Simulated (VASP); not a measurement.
# HfN (Fm-3m) in VASP: single point with r2SCAN

Aim: the single point of HfN with r2SCAN.

Everything below comes from runs of VASP 6.6.1. Logs are shortened: lines on timing, memory, paths and dates and some standing lists are left out, and cuts for length are marked.

**1. The cell of the first run**

It takes space group Fm-3m (No. 225, cubic). Conventional cell: a = 4.502 Å, b = 4.502 Å, c = 4.502 Å, α = 90.00°, β = 90.00°, γ = 90.00°. Within 3.0 Å of Hf (site symmetry m-3m) lie 6 N at 2.25 Å. N (site symmetry m-3m) has 6 Hf at 2.25 Å within 3.0 Å.

**2. Single point, r2SCAN**

The input, POSCAR:

```
HfN
1.0
    0.0000000000      2.2507733547      2.2507733547
    2.2507733547      0.0000000000      2.2507733547
    2.2507733547      2.2507733547      0.0000000000
Hf N
1 1
Direct
    0.0000000000      0.0000000000      0.0000000000
    0.5000000000      0.5000000000      0.5000000000
```

The input, INCAR.step1:

```
SYSTEM = HfN
ALGO     = Normal         ! electronic algorithm
EDIFF    = 1E-5           ! SCF threshold, eV
ENCUT    = 660            ! plane-wave cutoff, eV
GGA      = PE             ! functional
GGA_COMPAT= .FALSE.      
ISMEAR   = 0              ! smearing method
LASPH    = .TRUE.         ! aspherical terms in the spheres
LCHARG   = .FALSE.        ! write CHGCAR
LREAL    = .FALSE.        ! projectors in reciprocal space
LWAVE    = .TRUE.         ! write WAVECAR
NBANDS   = 14             ! bands
NELM     = 120            ! most SCF steps
PREC     = Accurate       ! precision mode
SIGMA    = 0.1            ! smearing width, eV
```

The input, INCAR.step2:

```
SYSTEM = HfN
ALGO     = Normal         ! electronic algorithm
EDIFF    = 1E-6           ! SCF threshold, eV
ENCUT    = 660            ! plane-wave cutoff, eV
GGA_COMPAT= .FALSE.      
ISIF     = 2              ! what is computed and relaxed
ISMEAR   = 0              ! smearing method
ISTART   = 1            
LASPH    = .TRUE.         ! aspherical terms in the spheres
LCHARG   = .TRUE.         ! write CHGCAR
LELF     = .TRUE.         ! ELF
LMIXTAU  = .TRUE.       
LREAL    = .FALSE.        ! projectors in reciprocal space
LVHAR    = .TRUE.       
LWAVE    = .FALSE.        ! write WAVECAR
METAGGA  = R2SCAN         ! meta-GGA
NBANDS   = 14             ! bands
NELM     = 120            ! most SCF steps
PREC     = Accurate       ! precision mode
SIGMA    = 0.1            ! smearing width, eV
```

The input, KPOINTS:

```
k-points
0
G
  16 16 16
  0 0 0
```

Potentials or basis: VASP PAW PBE potentials, release 64 (Hf_pv, N).

Started as:

```
cat potpaw_PBE.64/Hf_pv/POTCAR potpaw_PBE.64/N/POTCAR > POTCAR
cp INCAR.step1 INCAR
mpirun -np 1 vasp_std > vasp.out
cp INCAR.step2 INCAR
mpirun -np 1 vasp_std > vasp.out
```

OUTCAR:

```text
SYSTEM = HfN
   EDIFF = 1E-6
   ENCUT = 660
   ISIF = 2
   ISMEAR = 0
   ISTART = 1
   LASPH = .TRUE.
   LREAL = .FALSE.
   METAGGA = R2SCAN
   NELM = 120
   PREC = Accurate

 ion  position               nearest neighbor table
   1  0.000  0.000  0.000-   2 2.25   2 2.25   2 2.25   2 2.25   2 2.25   2 2.25
   2  0.500  0.500  0.500-   1 2.25   1 2.25   1 2.25   1 2.25   1 2.25   1 2.25

  LATTYP: Found a face centered cubic cell.
 ALAT       =     4.5015467094

  Lattice vectors:

 A1 = (   0.0000000000,   2.2507733547,   2.2507733547)
 A2 = (   2.2507733547,   0.0000000000,   2.2507733547)
 A3 = (   2.2507733547,   2.2507733547,   0.0000000000)

Analysis of symmetry for initial positions (statically):
=====================================================================
 Subroutine PRICEL returns:
 Original cell was already a primitive cell.

 Routine SETGRP: Setting up the symmetry group for a
 face centered cubic supercell.

 Subroutine GETGRP returns: Found 48 space group operations
 (whereof 48 operations were pure point group operations)
 out of a pool of 48 trial point group operations.

The static configuration has the point symmetry O_h .

Analysis of symmetry for dynamics (positions and initial velocities):
=====================================================================
 Subroutine PRICEL returns:
 Original cell was already a primitive cell.

 Routine SETGRP: Setting up the symmetry group for a
 face centered cubic supercell.

 Subroutine GETGRP returns: Found 48 space group operations
 (whereof 48 operations were pure point group operations)
 out of a pool of 48 trial point group operations.

The dynamic configuration has the point symmetry O_h .

 Subroutine INISYM returns: Found 48 space group operations
 (whereof 48 operations are pure point group operations),
 and found     1 'primitive' translations

----------------------------------------------------------------------------------------

                                     Primitive cell

  volume of cell :      22.8047

  direct lattice vectors                    reciprocal lattice vectors
     0.000000000  2.250773355  2.250773355    -0.222145868  0.222145868  0.222145868
     2.250773355  0.000000000  2.250773355     0.222145868 -0.222145868  0.222145868
     2.250773355  2.250773355  0.000000000     0.222145868  0.222145868 -0.222145868

  length of vectors
     3.183074204  3.183074204  3.183074204     0.384767930  0.384767930  0.384767930

  position of ions in fractional coordinates (direct lattice)
     0.000000000  0.000000000  0.000000000
     0.500000000  0.500000000  0.500000000

  ion indices of the primitive-cell ions
   primitive index   ion index
                 1           1
                 2           2

----------------------------------------------------------------------------------------

 KPOINTS: k-points

Automatic generation of k-mesh.
 Grid dimensions read from file:
 generate k-points for:   16   16   16

 Generating k-lattice:

  Cartesian coordinates                     Fractional coordinates (reciprocal lattice)
    -0.013884117  0.013884117  0.013884117     0.062500000  0.000000000  0.000000000
     0.013884117 -0.013884117  0.013884117     0.000000000  0.062500000  0.000000000
     0.013884117  0.013884117 -0.013884117     0.000000000  0.000000000  0.062500000

  Length of vectors
     0.024047996  0.024047996  0.024047996

  Shift w.r.t. Gamma in fractional coordinates (k-lattice)
     0.000000000  0.000000000  0.000000000

 Subroutine IBZKPT returns following result:
 ===========================================

 Found    145 irreducible k-points:

 Following reciprocal coordinates:
            Coordinates               Weight
  0.000000  0.000000  0.000000      1.000000
  0.062500  0.000000  0.000000      8.000000
  0.125000  0.000000  0.000000      8.000000
  0.187500  0.000000  0.000000      8.000000
  0.250000  0.000000  0.000000      8.000000
  0.312500  0.000000  0.000000      8.000000
[... 16 lines left out ...]
 -0.125000  0.062500  0.000000     24.000000
 -0.062500  0.062500  0.000000     12.000000
 [... further k-points ...]
   k-points           NKPTS =    145   k-points in BZ     NKDIM =    145   number of bands    NBANDS=     14
   number of dos      NEDOS =    301   number of ions     NIONS =      2
   total plane-waves  NPLWV =  21952
   dimension x,y,z NGX =    28 NGY =   28 NGZ =   28
   dimension x,y,z NGXF=    56 NGYF=   56 NGZF=   56
   ions per type =               1   1
   NGX,Y,Z   is equivalent  to a cutoff of  14.62, 14.62, 14.62 a.u.
   NGXF,Y,Z  is equivalent  to a cutoff of  29.25, 29.25, 29.25 a.u.
 SYSTEM =  HfN
   PREC   = accura    normal or accurate (medium, high low for compatibility)
   ISTART =      1    job   : 0-new  1-cont  2-samecut
   ICHARG =      0    charge: 1-file 2-atom 10-const
   ISPIN  =      1    spin polarized calculation?
   LNONCOLLINEAR =      F non collinear calculations
   LSORBIT =      F    spin-orbit coupling
   LASPH  =      T    aspherical Exc in radial PAW
   ENCUT  =  660.0 eV  48.51 Ry    6.96 a.u.   6.67  6.67  6.67*2*pi/ulx,y,z
   NELM   =    120;   NELMIN=  2; NELMDL=  0     # of ELM steps
   EDIFF  = 0.1E-05   stopping-criterion for ELM
   LREAL  =      F    real-space projection
[... 7 lines left out ...]
   TEBEG  =    0.0;   TEEND  =   0.0 temperature during run
   PSTRESS=    0.0 pullay stress
   NELECT =      15.0000    total number of electrons
   NUPDOWN=      -1.0000    fix difference up-down
   EMIN   =  10.00;   EMAX   =-10.00  energy-range for DOS
   EFERMI =   0.00;   METHOD = LEGACY
   ISMEAR =     0;   SIGMA  =   0.10  broadening in eV -4-tet -1-fermi 0-gaus
   EFERMI_NEDOS =   21; number of points for ismear=-14 and -15
   IALGO  =     38    algorithm
   IMIX   =      4    mixing-type and parameters
     AMIX     =   0.40;   BMIX     =  1.00
     AMIX_MAG =   1.60;   BMIX_MAG =  1.00
  volume/ion in A,a.u.               =      11.40        76.95
  Fermi-wavevector in a.u.,A,eV,Ry     =   1.423738  2.690475 27.579426  2.027031
  Thomas-Fermi vector in A             =   2.544304
   LORBIT       =      0    0 simple, 1 ext, 2 COOP (PROOUT), +10 PAW based schemes
   METAGGA = R2SCAN    functional components
   LHFCALC =     F    Hartree Fock is set to
   AEXX    =    0.0000 exact exchange contribution
   IVDW    =     0    specifies the selected vdW correction
   LEPSILON=     F    determine dielectric tensor
   LRPA    =     F    only Hartree local field effects (RPA)
 non-spin polarized calculation
 Gauss-broadening in eV      SIGMA  =   0.10
  energy-cutoff  :      660.00
  volume of cell :       22.80
 maximum number of plane-waves:       901
   NGX = 13   NGY = 13   NGZ = 13

 number of electron      15.0000002 magnetization

 Free energy of the ion-electron system (eV)
  ---------------------------------------------------
  ext. energy  EPLUGINS =         0.00000000
  ---------------------------------------------------
  free energy    TOTEN  =       -58.23773513 eV

  energy without entropy =      -58.23490056  energy(sigma->0) =      -58.23631785

 E-fermi :   8.6291     XC(G=0): -13.6264

 val. band max:        8.6264265359   @ k =  -0.1250   0.0625   0.0000
 cond. band min:       8.6435994732   @ k =   0.3750   0.1250   0.0000
 fundamental gap:      0.0171729372
 Fermi energy:         8.6291046492

 k-point     1 :       0.0000    0.0000    0.0000
  band No.  band energies     occupation
      1     -23.8636      2.00000
      2     -23.8636      2.00000
      3     -23.8636      2.00000
      4     -10.1393      2.00000
      5       5.1875      2.00000
      6       5.1875      2.00000
      7       5.1875      2.00000
      8       8.2848      2.00000
      9       8.2848      2.00000
     10       8.2848      2.00000
     11      10.6663      0.00000
     12      10.6663      0.00000
     13      10.8005      0.00000
     14      18.7065      0.00000

 k-point     2 :       0.0625    0.0000    0.0000
  band No.  band energies     occupation
      1     -23.9062      2.00000
      2     -23.8669      2.00000
      3     -23.8669      2.00000
      4     -10.0466      2.00000
      5       4.7897      2.00000
      6       4.9511      2.00000
      7       4.9511      2.00000
      8       8.3945      1.99909
      9       8.4223      1.99655
     10       8.4223      1.99655
     11      10.9793      0.00000
     12      10.9793      0.00000
     13      11.0915      0.00000
     14      19.0233      0.00000

 k-point     3 :       0.1250    0.0000    0.0000
  band No.  band energies     occupation
      1     -24.0253      2.00000
      2     -23.8762      2.00000
      3     -23.8762      2.00000
      4      -9.7806      2.00000
      5       3.8736      2.00000
      6       4.3948      2.00000
      7       4.3948      2.00000
      8       8.5980      1.34032
      9       8.7880      0.02467
     10       8.7880      0.02467
     11      11.8009      0.00000
     12      11.8009      0.00000
     13      11.8425      0.00000
     14      19.6586      0.00000
[... 324 lines left out ...]
 k-point    23 :      -0.1250    0.0625    0.0000
  band No.  band energies     occupation
      1     -24.0942      2.00000
      2     -23.9119      2.00000
      3     -23.8703      2.00000
      4      -9.5923      2.00000
      5       3.2568      2.00000
      6       3.9075      2.00000
      7       4.3814      2.00000
      8       8.6264      1.03021
      9       8.7649      0.05471
     10       9.5127      0.00000
     11      11.3244      0.00000
     12      12.7159      0.00000
     13      12.8037      0.00000
     14      19.6585      0.00000

 k-point    24 :      -0.0625    0.0625    0.0000
  band No.  band energies     occupation
      1     -23.9651      2.00000
      2     -23.8883      2.00000
      3     -23.8649      2.00000
      4      -9.8983      2.00000
      5       4.1695      2.00000
      6       4.5119      2.00000
      7       4.8477      2.00000
      8       8.4352      1.99389
      9       8.4653      1.97944
     10       8.9180      0.00004
     11      10.8673      0.00000
     12      11.7355      0.00000
     13      11.7539      0.00000
     14      19.5250      0.00000

 [... further k-points ...]

------------------------ aborting loop because EDIFF is reached ----------------------------------------

  FORCE on cell =-STRESS in cart. coord.  units (eV):
  Direction    XX          YY          ZZ          XY          YZ          ZX
  --------------------------------------------------------------------------------------
  -------------------------------------------------------------------------------------
  Total        0.2748708      0.2748708      0.2748708      0.0000000     -0.0000000      0.0000000
  in kB       19.3114037     19.3114037     19.3114037      0.0000000     -0.0000000      0.0000000
  external PRESSURE =      19.3114037 kB  Pullay stress =       0.0000000 kB

 VOLUME and BASIS-vectors are now :
 -----------------------------------------------------------------------------
  energy-cutoff  :      660.00
  volume of cell :       22.80
      direct lattice vectors                 reciprocal lattice vectors
     0.000000000  2.250773355  2.250773355    -0.222145868  0.222145868  0.222145868
     2.250773355  0.000000000  2.250773355     0.222145868 -0.222145868  0.222145868
     2.250773355  2.250773355  0.000000000     0.222145868  0.222145868 -0.222145868

 POSITION                                       TOTAL-FORCE (eV/Angst)
 -----------------------------------------------------------------------------------
      0.00000      0.00000      0.00000         0.000000     -0.000000      0.000000
      2.25077      2.25077      2.25077        -0.000000      0.000000     -0.000000
 -----------------------------------------------------------------------------------
    total drift:                                0.000000      0.000000      0.000000

  FREE ENERGIE OF THE ION-ELECTRON SYSTEM (eV)
  ---------------------------------------------------
  free  energy   TOTEN  =       -58.2377351326 eV

  energy  without entropy=      -58.2349005615  energy(sigma->0) =      -58.23631785
```

It took 11 min on 1 thread of AMD EPYC 7R13, shared host; peak memory 0.19 GiB.

What came out:

```yaml
Free_energy: -58.2377 eV
Pressure: 1.9 GPa
Band_gap_on_the_k_mesh: zero (an odd number of electrons rules out a gap without spin polarisation)
```

Levels at points of the mesh, in eV from the Fermi level:
```
           k point  band 4  band 5  band 6  band 7  band 8  band 9  band 10  band 11  band 12  band 13
(0.00, 0.00, 0.00)  -18.77   -3.44   -3.44   -3.44   -0.34   -0.34    -0.34     2.04     2.04     2.17
(0.50, 0.00, 0.00)  -16.02   -9.41   -6.71   -6.71    3.44    3.84     3.84     4.67     9.21     9.21
(0.50, 0.50, 0.00)  -17.71   -5.94   -4.14   -4.14   -3.94    4.20     5.64     5.64     5.94     8.64
```

Caveat: the PAW data sets were made with another functional, which shifts forces and pressure a little; spin-orbit coupling is left out, which moves the levels of the heavy elements.
